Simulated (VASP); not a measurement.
# Bi (C2/m) in VASP: settings compared

Aim: see how the results for Bi move with the level of theory and the settings. Levels: LDA, r2SCAN, PBEsol, PBE. Tasks: single point.

All numbers are computed with VASP 6.6.1; they aren't measurements. Logs are shortened: lines on timing, memory, paths and dates and some standing lists are left out, and cuts for length are marked.

## 1. The cell of the first run

It takes space group C2/m (No. 12, monoclinic). Conventional cell: a = 7.114 Å, b = 6.388 Å, c = 3.425 Å, α = 90.00°, β = 112.04°, γ = 90.00°. Within 4.3 Å of Bi (site symmetry m) lie 9 Bi at 3.27 to 4.07 Å.

## 2. Single point, LDA

Input file INCAR:

```
SYSTEM = Bi
PREC     = Accurate       ! precision mode
ENCUT    = 520            ! plane-wave cutoff, eV
EDIFF    = 1E-7           ! SCF threshold, eV
ISMEAR   = -1             ! smearing method
SIGMA    = 0.05           ! smearing width, eV
LREAL    = .False.        ! projectors in reciprocal space
LASPH    = .True.         ! aspherical terms in the spheres
NELM     = 60             ! most SCF steps
ALGO     = Fast           ! electronic algorithm
ISIF     = 2              ! what is computed and relaxed
LWAVE    = .False.        ! write WAVECAR
LCHARG   = .True.         ! write CHGCAR
LELF     = .True.         ! ELF
LVHAR    = .True.       
NBANDS   = 22             ! bands
```

Input file KPOINTS:

```
regular mesh
0
Gamma
  6 6 9
  0 0 0
```

Input file POSCAR:

```
Bi
1.0
    3.5570192531     -3.1940166960      0.0000000000
    3.5570192531      3.1940166960      0.0000000000
   -1.2849517653      0.0000000000      3.1746155033
Bi
2
Direct
    0.7530610000      0.7530610000      0.8573820000
    0.2469390000      0.2469390000      0.1426180000
```

Potentials or basis: VASP PAW LDA potentials, release 64 (Bi_d).

Run with:

```bash
$ cat potpaw_LDA.64/Bi_d/POTCAR > POTCAR
$ mpirun -np 1 vasp_std > vasp.out
```

OUTCAR:

```text
SYSTEM = Bi
   PREC = Accurate
   ENCUT = 520
   EDIFF = 1E-7
   ISMEAR = -1
   LREAL = .False.
   LASPH = .True.
   NELM = 60
   ISIF = 2

 ion  position               nearest neighbor table
   1  0.753  0.753  0.857-   2 3.27   2 3.35   2 3.35   2 3.51
   2  0.247  0.247  0.143-   1 3.27   1 3.35   1 3.35   1 3.51

  LATTYP: Found a base centered monoclinic cell.
 ALAT       =     7.1140385062
 B/A-ratio  =     0.8979475422
 C/A-ratio  =     0.4814149259
 COS(beta)  =    -0.3751898342

  Lattice vectors:

 A1 = (   3.5570192531,  -3.1940166960,   0.0000000000)
 A2 = (   3.5570192531,   3.1940166960,   0.0000000000)
 A3 = (  -1.2849517653,   0.0000000000,   3.1746155033)

Analysis of symmetry for initial positions (statically):
=====================================================================
 Subroutine PRICEL returns:
 Original cell was already a primitive cell.

 Routine SETGRP: Setting up the symmetry group for a
 base centered monoclinic supercell.

 Subroutine GETGRP returns: Found  4 space group operations
 (whereof  4 operations were pure point group operations)
 out of a pool of  4 trial point group operations.

The static configuration has the point symmetry C_2h.

Analysis of symmetry for dynamics (positions and initial velocities):
=====================================================================
 Subroutine PRICEL returns:
 Original cell was already a primitive cell.

 Routine SETGRP: Setting up the symmetry group for a
 base centered monoclinic supercell.

 Subroutine GETGRP returns: Found  4 space group operations
 (whereof  4 operations were pure point group operations)
 out of a pool of  4 trial point group operations.

The dynamic configuration has the point symmetry C_2h.

 Subroutine INISYM returns: Found  4 space group operations
 (whereof  4 operations are pure point group operations),
 and found     1 'primitive' translations

----------------------------------------------------------------------------------------

                                     Primitive cell

  volume of cell :      72.1347

  direct lattice vectors                    reciprocal lattice vectors
     3.557019253 -3.194016696  0.000000000     0.140567133 -0.156542701  0.056895705
     3.557019253  3.194016696  0.000000000     0.140567133  0.156542701  0.056895705
    -1.284951765  0.000000000  3.174615503     0.000000000  0.000000000  0.314998777

  length of vectors
     4.780599191  4.780599191  3.424804320     0.217949208  0.217949208  0.314998777

  position of ions in fractional coordinates (direct lattice)
     0.753061000  0.753061000  0.857382000
     0.246939000  0.246939000  0.142618000

  ion indices of the primitive-cell ions
   primitive index   ion index
                 1           1
                 2           2

----------------------------------------------------------------------------------------

 KPOINTS: regular mesh

Automatic generation of k-mesh.
 Grid dimensions read from file:
 generate k-points for:    6    6    9

 Generating k-lattice:

  Cartesian coordinates                     Fractional coordinates (reciprocal lattice)
     0.023427856 -0.026090450  0.009482617     0.166666667 -0.000000000  0.000000000
     0.023427856  0.026090450  0.009482617    -0.000000000  0.166666667  0.000000000
     0.000000000  0.000000000  0.034999864     0.000000000  0.000000000  0.111111111

  Length of vectors
     0.036324868  0.036324868  0.034999864

  Shift w.r.t. Gamma in fractional coordinates (k-lattice)
     0.000000000  0.000000000  0.000000000

 Subroutine IBZKPT returns following result:
 ===========================================

 Found     97 irreducible k-points:

 Following reciprocal coordinates:
            Coordinates               Weight
  0.000000  0.000000  0.000000      1.000000
  0.166667  0.000000  0.000000      4.000000
  0.333333 -0.000000  0.000000      4.000000
  0.500000 -0.000000  0.000000      2.000000
  0.166667  0.166667  0.000000      2.000000
  0.333333  0.166667  0.000000      4.000000
[... 16 lines left out ...]
 -0.333333  0.166667  0.111111      4.000000
 -0.166667  0.166667  0.111111      4.000000
 [... further k-points ...]
   k-points           NKPTS =     97   k-points in BZ     NKDIM =     97   number of bands    NBANDS=     22
   number of dos      NEDOS =    301   number of ions     NIONS =      2
   total plane-waves  NPLWV =  36288
   dimension x,y,z NGX =    36 NGY =   36 NGZ =   28
   dimension x,y,z NGXF=    72 NGYF=   72 NGZF=   56
   ions per type =               2
   NGX,Y,Z   is equivalent  to a cutoff of  12.52, 12.52, 13.59 a.u.
   NGXF,Y,Z  is equivalent  to a cutoff of  25.04, 25.04, 27.18 a.u.
 SYSTEM =  Bi
   PREC   = accura    normal or accurate (medium, high low for compatibility)
   ISTART =      0    job   : 0-new  1-cont  2-samecut
   ICHARG =      2    charge: 1-file 2-atom 10-const
   ISPIN  =      1    spin polarized calculation?
   LNONCOLLINEAR =      F non collinear calculations
   LSORBIT =      F    spin-orbit coupling
   LASPH  =      T    aspherical Exc in radial PAW
   ENCUT  =  520.0 eV  38.22 Ry    6.18 a.u.   8.89  8.89  6.37*2*pi/ulx,y,z
   NELM   =     60;   NELMIN=  2; NELMDL= -5     # of ELM steps
   EDIFF  = 0.1E-06   stopping-criterion for ELM
   LREAL  =      F    real-space projection
   EDIFFG = 0.1E-05   stopping-criterion for IOM
   NSW    =      0    number of steps for IOM
   IBRION =     -1    ionic relax: 0-MD 1-quasi-New 2-CG
   NFREE  =      0    steps in history (QN), initial steepest desc. (CG)
   ISIF   =      2    stress and relaxation
   ISYM   =      2    0-nonsym 1-usesym 2-fastsym
   POTIM  = 0.5000    time-step for ionic-motion
   TEBEG  =    0.0;   TEEND  =   0.0 temperature during run
   PSTRESS=    0.0 pullay stress
   NELECT =      30.0000    total number of electrons
   NUPDOWN=      -1.0000    fix difference up-down
   EMIN   =  10.00;   EMAX   =-10.00  energy-range for DOS
   EFERMI =   0.00;   METHOD = LEGACY
   ISMEAR =    -1;   SIGMA  =   0.05  broadening in eV -4-tet -1-fermi 0-gaus
   EFERMI_NEDOS =   21; number of points for ismear=-14 and -15
   IALGO  =     68    algorithm
   IMIX   =      4    mixing-type and parameters
     AMIX     =   0.40;   BMIX     =  1.00
     AMIX_MAG =   1.60;   BMIX_MAG =  1.00
  volume/ion in A,a.u.               =      36.07       243.39
  Fermi-wavevector in a.u.,A,eV,Ry     =   1.221988  2.309223 20.316976  1.493256
  Thomas-Fermi vector in A             =   2.357151
   LORBIT       =      0    0 simple, 1 ext, 2 COOP (PROOUT), +10 PAW based schemes
   GGA     = CA    functional components
   LHFCALC =     F    Hartree Fock is set to
   AEXX    =    0.0000 exact exchange contribution
   IVDW    =     0    specifies the selected vdW correction
   LEPSILON=     F    determine dielectric tensor
   LRPA    =     F    only Hartree local field effects (RPA)
 non-spin polarized calculation
 RMM-DIIS sequential band-by-band and
  energy-cutoff  :      520.00
  volume of cell :       72.13
 maximum number of plane-waves:      1960
   NGX = 17   NGY = 17   NGZ = 13

 number of electron      30.0000005 magnetization

 Free energy of the ion-electron system (eV)
  ---------------------------------------------------
  ext. energy  EPLUGINS =         0.00000000
  ---------------------------------------------------
  free energy    TOTEN  =        -8.90370926 eV

  energy without entropy =       -8.89486951  energy(sigma->0) =       -8.89928938

 E-fermi :   5.8151     XC(G=0):  -9.7680

 val. band max:        5.7747248318   @ k =   0.0000   0.0000   0.3333
 cond. band min:       5.8737222013   @ k =  -0.3333  -0.3333   0.2222
 fundamental gap:      0.0989973695
 Fermi energy:         5.8151084219

 k-point     1 :       0.0000    0.0000    0.0000
  band No.  band energies     occupation
      1     -16.9942      2.00000
      2     -16.9705      2.00000
      3     -16.9322      2.00000
      4     -16.9107      2.00000
      5     -16.8460      2.00000
      6     -16.8236      2.00000
[... 14 lines left out ...]
     21      13.9360      0.00000
     22      14.3846      0.00000

 k-point     2 :       0.1667    0.0000    0.0000
  band No.  band energies     occupation
      1     -16.9815      2.00000
      2     -16.9719      2.00000
      3     -16.9361      2.00000
      4     -16.9014      2.00000
      5     -16.8435      2.00000
      6     -16.8267      2.00000
[... 14 lines left out ...]
     21      14.0379      0.00000
     22      15.0798      0.00000

 k-point     3 :       0.3333   -0.0000    0.0000
  band No.  band energies     occupation
      1     -16.9743      2.00000
      2     -16.9580      2.00000
      3     -16.9330      2.00000
      4     -16.8773      2.00000
      5     -16.8507      2.00000
      6     -16.8254      2.00000
[... 14 lines left out ...]
     21      14.6595      0.00000
     22      15.8167      0.00000

 k-point     4 :       0.5000   -0.0000    0.0000
  band No.  band energies     occupation
      1     -16.9754      2.00000
      2     -16.9567      2.00000
      3     -16.9081      2.00000
      4     -16.8685      2.00000
      5     -16.8538      2.00000
      6     -16.8324      2.00000
[... 14 lines left out ...]
     21      14.2827      0.00000
     22      14.6657      0.00000

 k-point     5 :       0.1667    0.1667    0.0000
  band No.  band energies     occupation
      1     -16.9759      2.00000
      2     -16.9688      2.00000
      3     -16.9273      2.00000
      4     -16.8939      2.00000
      5     -16.8451      2.00000
      6     -16.8322      2.00000
[... 417 lines left out ...]
 k-point    22 :       0.5000    0.1667    0.1111
  band No.  band energies     occupation
      1     -16.9599      2.00000
      2     -16.9492      2.00000
      3     -16.9037      2.00000
      4     -16.8566      2.00000
      5     -16.8463      2.00000
      6     -16.8303      2.00000
[... 14 lines left out ...]
     21      15.3441      0.00000
     22      15.4297      0.00000

 k-point    23 :      -0.3333    0.1667    0.1111
  band No.  band energies     occupation
      1     -16.9610      2.00000
      2     -16.9432      2.00000
      3     -16.9387      2.00000
      4     -16.8731      2.00000
      5     -16.8332      2.00000
      6     -16.8327      2.00000
[... 14 lines left out ...]
     21      14.7168      0.00000
     22      15.5298      0.00000

 k-point    24 :      -0.1667    0.1667    0.1111
  band No.  band energies     occupation
      1     -16.9672      2.00000
      2     -16.9550      2.00000
      3     -16.9309      2.00000
      4     -16.8897      2.00000
      5     -16.8393      2.00000
      6     -16.8307      2.00000
[... 14 lines left out ...]
     21      14.8130      0.00000
     22      14.9144      0.00000

 [... further k-points ...]
[... 5 lines left out ...]
  --------------------------------------------------------------------------------------
  -------------------------------------------------------------------------------------
  Total       -2.4920457     -2.8553308     -2.3406784      0.0000000      0.0000000     -0.0819451
  in kB      -55.3505648    -63.4194531    -51.9885628      0.0000000      0.0000000     -1.8200747
  external PRESSURE =     -56.9195269 kB  Pullay stress =       0.0000000 kB

 VOLUME and BASIS-vectors are now :
 -----------------------------------------------------------------------------
  energy-cutoff  :      520.00
  volume of cell :       72.13
      direct lattice vectors                 reciprocal lattice vectors
     3.557019253 -3.194016696  0.000000000     0.140567133 -0.156542701  0.056895705
     3.557019253  3.194016696  0.000000000     0.140567133  0.156542701  0.056895705
    -1.284951765  0.000000000  3.174615503     0.000000000  0.000000000  0.314998777

 POSITION                                       TOTAL-FORCE (eV/Angst)
 -----------------------------------------------------------------------------------
      4.25561      0.00000      2.72186         0.127865      0.000000      0.092044
      1.57348      0.00000      0.45276        -0.127865      0.000000     -0.092044
 -----------------------------------------------------------------------------------
    total drift:                               -0.000000      0.000000      0.000000

  FREE ENERGIE OF THE ION-ELECTRON SYSTEM (eV)
  ---------------------------------------------------
  free  energy   TOTEN  =        -8.9037092583 eV

  energy  without entropy=       -8.8948695096  energy(sigma->0) =       -8.89928938
```

Wall time 73 s (1 thread of AMD EPYC 9R45 (Zen 5), shared host); peak memory 0.21 GiB.

Results:

```yaml
Free_energy: -8.9037 eV
Pressure: -5.7 GPa
Largest_force: 0.158 eV/Å
Band_gap_on_the_k_mesh: zero (band 15 reaches 8.80 eV, above the bottom of band 16 at 4.29 eV)
```

Forces in eV/Å, atoms in the order of the input:
```
Bi   0.128  0.000  0.092
Bi  -0.128  0.000 -0.092
```

Stress tensor (GPa, compression positive):
```
-5.54  0.00 -0.18
 0.00 -6.34  0.00
-0.18  0.00 -5.20
```

Caveat: spin-orbit coupling is left out, which moves the levels of the heavy elements.

(Continued in part 2 of 2.)
